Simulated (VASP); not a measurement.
# MnO in VASP: single point with PBEsol

Aim: the single point of MnO with PBEsol.

All numbers are computed with VASP 6.6.1; they aren't measurements. Logs are shortened: lines on timing, memory, paths and dates and some standing lists are left out, and cuts for length are marked.

## 1. The cell of the first run

The typed cell holds 4 atoms: a = 3.898 Å, b = 3.898 Å, c = 2.992 Å, α = 90.00°, β = 90.00°, γ = 90.00°.

## 2. Single point, PBEsol, collinear spin, ferromagnetic start

File INCAR:

```
SYSTEM = MnO
PREC = Accurate ; ENCUT = 520
EDIFF = 1E-7 ; ISMEAR = 0
SIGMA = 0.1 ; LREAL = .False.
LASPH = .True. ; NELM = 150
ALGO = Normal ; ISIF = 2
LWAVE = .False. ; LCHARG = .True.
ISPIN = 2 ; MAGMOM = 3.29 3.29 0.14 0.14
LORBIT = 11 ; LMAXMIX = 4
GGA = PS ; LELF = .True.
LVHAR = .True. ; NBANDS = 31
```

File KPOINTS:

```
regular mesh
0
Gamma
  12 12 14
  0 0 0
```

File POSCAR:

```
MnO
1.0
    3.8982340820      0.0000000000      0.0000000000
    0.0000000000      3.8982340820      0.0000000000
    0.0000000000      0.0000000000      2.9916526374
Mn O
2 2
Direct
    0.0000000000      0.5000000000      0.0000665825
    0.5000000000      0.0000000000      0.9999334175
    0.5000000000      0.5000000000      0.0000000000
    0.0000000000      0.0000000000      0.0000000000
```

Potentials or basis: VASP PAW PBE potentials, release 64 (Mn_pv, O).

Launch:

```sh
$ cat potpaw_PBE.64/Mn_pv/POTCAR potpaw_PBE.64/O/POTCAR > POTCAR
$ mpirun -np 1 vasp_std > vasp.out
```

OUTCAR:

```text
SYSTEM = MnO
   PREC = Accurate
   ENCUT = 520
   EDIFF = 1E-7
   ISMEAR = 0
   LREAL = .False.
   LASPH = .True.
   NELM = 150
   ISIF = 2
   ISPIN = 2
   LORBIT = 11
   GGA = PS

 ion  position               nearest neighbor table
   1  0.000  0.500  0.000-   3 1.95   4 1.95   4 1.95   3 1.95   2 2.76   2 2.76   2 2.76   2 2.76

   2  0.500  0.000  1.000-   3 1.95   4 1.95   3 1.95   4 1.95   1 2.76   1 2.76   1 2.76   1 2.76

   3  0.500  0.500  0.000-   1 1.95   2 1.95   2 1.95   1 1.95
   4  0.000  0.000  0.000-   1 1.95   2 1.95   1 1.95   2 1.95

  LATTYP: Found a simple tetragonal cell.
 ALAT       =     3.8982340820
 C/A-ratio  =     0.7674379153

  Lattice vectors:

 A1 = (   3.8982340820,   0.0000000000,   0.0000000000)
 A2 = (   0.0000000000,   3.8982340820,   0.0000000000)
 A3 = (   0.0000000000,   0.0000000000,   2.9916526374)

Analysis of symmetry for initial positions (statically):
=====================================================================
 Subroutine PRICEL returns:
 Original cell was already a primitive cell.

 Routine SETGRP: Setting up the symmetry group for a
 simple tetragonal supercell.

 Subroutine GETGRP returns: Found 16 space group operations
 (whereof  8 operations were pure point group operations)
 out of a pool of 16 trial point group operations.

The static configuration has the point symmetry D_2d.
 The point group associated with its full space group is D_4h.

Analysis of symmetry for dynamics (positions and initial velocities):
=====================================================================
 Subroutine PRICEL returns:
 Original cell was already a primitive cell.

 Routine SETGRP: Setting up the symmetry group for a
 simple tetragonal supercell.

 Subroutine GETGRP returns: Found 16 space group operations
 (whereof  8 operations were pure point group operations)
 out of a pool of 16 trial point group operations.

The dynamic configuration has the point symmetry D_2d.
 The point group associated with its full space group is D_4h.

Analysis of structural, dynamic, and magnetic symmetry:
=====================================================================
 Subroutine PRICEL returns:
 Original cell was already a primitive cell.

 Routine SETGRP: Setting up the symmetry group for a
 simple tetragonal supercell.

 Subroutine GETGRP returns: Found 16 space group operations
 (whereof  8 operations were pure point group operations)
 out of a pool of 16 trial point group operations.

The overall configuration has the point symmetry D_2d.
 The point group associated with its full space group is D_4h.

 Subroutine INISYM returns: Found 16 space group operations
 (whereof  8 operations are pure point group operations),
 and found     1 'primitive' translations

----------------------------------------------------------------------------------------

                                     Primitive cell

  volume of cell :      45.4618

  direct lattice vectors                    reciprocal lattice vectors
     3.898234082  0.000000000  0.000000000     0.256526411  0.000000000  0.000000000
     0.000000000  3.898234082  0.000000000     0.000000000  0.256526411  0.000000000
     0.000000000  0.000000000  2.991652637     0.000000000  0.000000000  0.334263406

  length of vectors
     3.898234082  3.898234082  2.991652637     0.256526411  0.256526411  0.334263406

  position of ions in fractional coordinates (direct lattice)
     0.000000000  0.500000000  0.000066582
     0.500000000  0.000000000  0.999933418
     0.500000000  0.500000000  0.000000000
     0.000000000  0.000000000  0.000000000

  ion indices of the primitive-cell ions
   primitive index   ion index
                 1           1
                 2           2
                 3           3
                 4           4

----------------------------------------------------------------------------------------

 KPOINTS: regular mesh

Automatic generation of k-mesh.
 Grid dimensions read from file:
 generate k-points for:   12   12   14

 Generating k-lattice:

  Cartesian coordinates                     Fractional coordinates (reciprocal lattice)
     0.021377201  0.000000000  0.000000000     0.083333333  0.000000000  0.000000000
     0.000000000  0.021377201  0.000000000     0.000000000  0.083333333  0.000000000
     0.000000000  0.000000000  0.023875958     0.000000000  0.000000000  0.071428571

  Length of vectors
     0.021377201  0.021377201  0.023875958

  Shift w.r.t. Gamma in fractional coordinates (k-lattice)
     0.000000000  0.000000000  0.000000000

 Subroutine IBZKPT returns following result:
 ===========================================

 Found    224 irreducible k-points:

 Following reciprocal coordinates:
            Coordinates               Weight
  0.000000  0.000000  0.000000      1.000000
  0.083333  0.000000  0.000000      4.000000
  0.166667  0.000000  0.000000      4.000000
  0.250000  0.000000  0.000000      4.000000
  0.333333  0.000000  0.000000      4.000000
  0.416667  0.000000  0.000000      4.000000
[... 16 lines left out ...]
  0.333333  0.333333  0.000000      4.000000
  0.416667  0.333333  0.000000      8.000000
 [... further k-points ...]
   k-points           NKPTS =    224   k-points in BZ     NKDIM =    224   number of bands    NBANDS=     31
   number of dos      NEDOS =    301   number of ions     NIONS =      4
   total plane-waves  NPLWV =  21600
   dimension x,y,z NGX =    30 NGY =   30 NGZ =   24
   dimension x,y,z NGXF=    60 NGYF=   60 NGZF=   48
   ions per type =               2   2
   NGX,Y,Z   is equivalent  to a cutoff of  12.79, 12.79, 13.34 a.u.
   NGXF,Y,Z  is equivalent  to a cutoff of  25.59, 25.59, 26.67 a.u.
 SYSTEM =  MnO
   PREC   = accura    normal or accurate (medium, high low for compatibility)
   ISTART =      0    job   : 0-new  1-cont  2-samecut
   ICHARG =      2    charge: 1-file 2-atom 10-const
   ISPIN  =      2    spin polarized calculation?
   LNONCOLLINEAR =      F non collinear calculations
   LSORBIT =      F    spin-orbit coupling
   LASPH  =      T    aspherical Exc in radial PAW
   ENCUT  =  520.0 eV  38.22 Ry    6.18 a.u.   7.25  7.25  5.56*2*pi/ulx,y,z
   NELM   =    150;   NELMIN=  2; NELMDL= -5     # of ELM steps
   EDIFF  = 0.1E-06   stopping-criterion for ELM
   LREAL  =      F    real-space projection
   EDIFFG = 0.1E-05   stopping-criterion for IOM
   NSW    =      0    number of steps for IOM
   IBRION =     -1    ionic relax: 0-MD 1-quasi-New 2-CG
   NFREE  =      0    steps in history (QN), initial steepest desc. (CG)
   ISIF   =      2    stress and relaxation
   ISYM   =      2    0-nonsym 1-usesym 2-fastsym
   POTIM  = 0.5000    time-step for ionic-motion
   TEBEG  =    0.0;   TEEND  =   0.0 temperature during run
   PSTRESS=    0.0 pullay stress
   NELECT =      38.0000    total number of electrons
   NUPDOWN=      -1.0000    fix difference up-down
   EMIN   =  10.00;   EMAX   =-10.00  energy-range for DOS
   EFERMI =   0.00;   METHOD = LEGACY
   ISMEAR =     0;   SIGMA  =   0.10  broadening in eV -4-tet -1-fermi 0-gaus
   EFERMI_NEDOS =   21; number of points for ismear=-14 and -15
   IALGO  =     38    algorithm
   IMIX   =      4    mixing-type and parameters
     AMIX     =   0.40;   BMIX     =  1.00
     AMIX_MAG =   1.60;   BMIX_MAG =  1.00
  volume/ion in A,a.u.               =      11.37        76.70
  Fermi-wavevector in a.u.,A,eV,Ry     =   1.542128  2.914199 32.356806  2.378158
  Thomas-Fermi vector in A             =   2.647976
   LORBIT       =     11    0 simple, 1 ext, 2 COOP (PROOUT), +10 PAW based schemes
   GGA     = PS    functional components
   LHFCALC =     F    Hartree Fock is set to
   AEXX    =    0.0000 exact exchange contribution
   IVDW    =     0    specifies the selected vdW correction
   LEPSILON=     F    determine dielectric tensor
   LRPA    =     F    only Hartree local field effects (RPA)
 spin polarized calculation
 Gauss-broadening in eV      SIGMA  =   0.10
  energy-cutoff  :      520.00
  volume of cell :       45.46
 maximum number of plane-waves:      1259
 NGX is ok and might be reduce to    30
   NGX = 15   NGY = 15   NGZ = 11

 number of electron      37.9999993 magnetization       7.1454961

 Free energy of the ion-electron system (eV)
  ---------------------------------------------------
  ext. energy  EPLUGINS =         0.00000000
  ---------------------------------------------------
  free energy    TOTEN  =       -34.16379866 eV

  energy without entropy =      -34.15330866  energy(sigma->0) =      -34.15855366

 E-fermi :   6.5266     XC(G=0): -11.7771

 val. band max:        6.5220735951   @ k =   0.4167   0.0833   0.2143
 cond. band min:       6.5273753250   @ k =   0.3333   0.0000   0.3571
 fundamental gap:      0.0053017299
 Fermi energy:         6.5266205412

 spin component 1

 k-point     1 :       0.0000    0.0000    0.0000
  band No.  band energies     occupation
      1     -43.6454      1.00000
      2     -43.6454      1.00000
      3     -43.5109      1.00000
      4     -43.5109      1.00000
      5     -43.1535      1.00000
      6     -43.1283      1.00000
[... 805 lines left out ...]
     30      20.3654      0.00000
     31      20.9691      0.00000

 [... further k-points ...]

 spin component 2

 k-point     1 :       0.0000    0.0000    0.0000
  band No.  band energies     occupation
      1     -40.1959      1.00000
      2     -40.1959      1.00000
      3     -40.0403      1.00000
      4     -40.0403      1.00000
      5     -39.4773      1.00000
      6     -39.4479      1.00000
[... 805 lines left out ...]
     30      21.5312      0.00000
     31      21.5991      0.00000

 [... further k-points ...]
[... 5 lines left out ...]
  --------------------------------------------------------------------------------------
  -------------------------------------------------------------------------------------
  Total        0.3938901      0.3938901     -0.0183364      0.0000000      0.0000000     -0.0000000
  in kB       13.8815720     13.8815720     -0.6462155      0.0000000      0.0000000     -0.0000000
  external PRESSURE =       9.0389762 kB  Pullay stress =       0.0000000 kB

 VOLUME and BASIS-vectors are now :
 -----------------------------------------------------------------------------
  energy-cutoff  :      520.00
  volume of cell :       45.46
      direct lattice vectors                 reciprocal lattice vectors
     3.898234082  0.000000000  0.000000000     0.256526411  0.000000000  0.000000000
     0.000000000  3.898234082  0.000000000     0.000000000  0.256526411  0.000000000
     0.000000000  0.000000000  2.991652637     0.000000000  0.000000000  0.334263406

 POSITION                                       TOTAL-FORCE (eV/Angst)
 -----------------------------------------------------------------------------------
      0.00000      1.94912      0.00020         0.000000      0.000000     -0.000145
      1.94912      0.00000      2.99145        -0.000000      0.000000      0.000145
      1.94912      1.94912      0.00000         0.000000     -0.000000      0.000000
      0.00000      0.00000      0.00000         0.000000      0.000000      0.000000
 -----------------------------------------------------------------------------------
    total drift:                                0.000000     -0.000000     -0.000000

  FREE ENERGIE OF THE ION-ELECTRON SYSTEM (eV)
  ---------------------------------------------------
  free  energy   TOTEN  =       -34.1637986588 eV

  energy  without entropy=      -34.1533086598  energy(sigma->0) =      -34.15855366

 total charge

# of ion       s       p       d       tot
------------------------------------------
    1        0.297   6.274   5.078  11.648
    2        0.297   6.274   5.078  11.648
    3        1.552   3.475   0.000   5.027
    4        1.552   3.475   0.000   5.027
--------------------------------------------------
tot          3.697  19.497  10.156  33.351

 magnetization (x)

# of ion       s       p       d       tot
------------------------------------------
    1        0.023   0.019   3.265   3.307
    2        0.023   0.019   3.265   3.307
    3        0.006   0.112   0.000   0.117
    4        0.006   0.112   0.000   0.117
--------------------------------------------------
tot          0.058   0.262   6.529   6.849
```

Wall time 17 min (1 thread of Oxide Virtual Turin-like, shared host); peak memory 0.47 GiB.

Results:

```
Free energy                                           : -34.1638 eV
Pressure                                              : 0.9 GPa
Net moment                                            : 7.15 μB per cell
Site moments                                          : Mn +3.31; O +0.12 μB
Valence electrons inside the program's atomic spheres : Mn 11.65; O 5.03
```

Levels at points of the mesh, in eV from the Fermi level:
Spin up:
```csv
k point,band 19,band 20,band 21,band 22,band 23,band 24,band 25,band 26
"(0.00, 0.00, 0.00)",-2.58,-2.01,-1.84,-1.84,-1.31,-0.47,1.60,5.42
"(0.50, 0.00, 0.00)",-1.65,-1.65,-0.91,-0.91,-0.24,-0.24,5.04,5.04
"(0.50, 0.50, 0.00)",-1.36,-1.36,-0.40,-0.40,2.52,2.52,5.05,5.05
"(0.00, 0.00, 0.50)",-2.26,-1.98,-1.29,-1.09,-1.06,-0.45,3.84,6.75
"(0.50, 0.00, 0.50)",-1.32,-1.32,-1.11,-1.11,0.68,0.68,3.53,3.53
"(0.50, 0.50, 0.50)",-0.75,-0.75,-0.10,-0.10,2.04,2.04,2.53,2.53
```
Spin down:
| k point | band 12 | band 13 | band 14 | band 15 | band 16 | band 17 | band 18 | band 19 | band 20 | band 21 |
| --- | --- | --- | --- | --- | --- | --- | --- | --- | --- | --- |
| (0.00, 0.00, 0.00) | -4.24 | -3.62 | -2.79 | -2.32 | -1.66 | -0.19 | 0.68 | 0.83 | 0.83 | 1.82 |
| (0.50, 0.00, 0.00) | -5.99 | -3.66 | -3.66 | -1.19 | -1.19 | 1.24 | 1.24 | 1.32 | 1.32 | 2.19 |
| (0.50, 0.50, 0.00) | -6.42 | -4.03 | -4.03 | -0.97 | -0.97 | 1.86 | 1.86 | 1.96 | 1.96 | 2.49 |
| (0.00, 0.00, 0.50) | -4.25 | -4.07 | -4.07 | -1.41 | -0.69 | -0.69 | 0.72 | 1.23 | 1.23 | 1.83 |
| (0.50, 0.00, 0.50) | -5.90 | -5.64 | -5.64 | 0.23 | 0.23 | 1.32 | 1.32 | 1.75 | 1.75 | 1.76 |
| (0.50, 0.50, 0.50) | -6.29 | -6.12 | -6.12 | 1.49 | 1.49 | 1.71 | 1.71 | 2.02 | 2.02 | 2.70 |

Caveat: the PAW data sets were made with another functional, which shifts forces and pressure a little; semilocal functionals often make such compounds metallic where correlation or magnetic order opens a gap, which also shifts bond lengths; the run started ferromagnetic, and an antiferromagnetic order may lie lower in energy. With open d or f shells a metallic result of PBEsol can be an artefact of self-interaction; +U or a hybrid may open a gap.
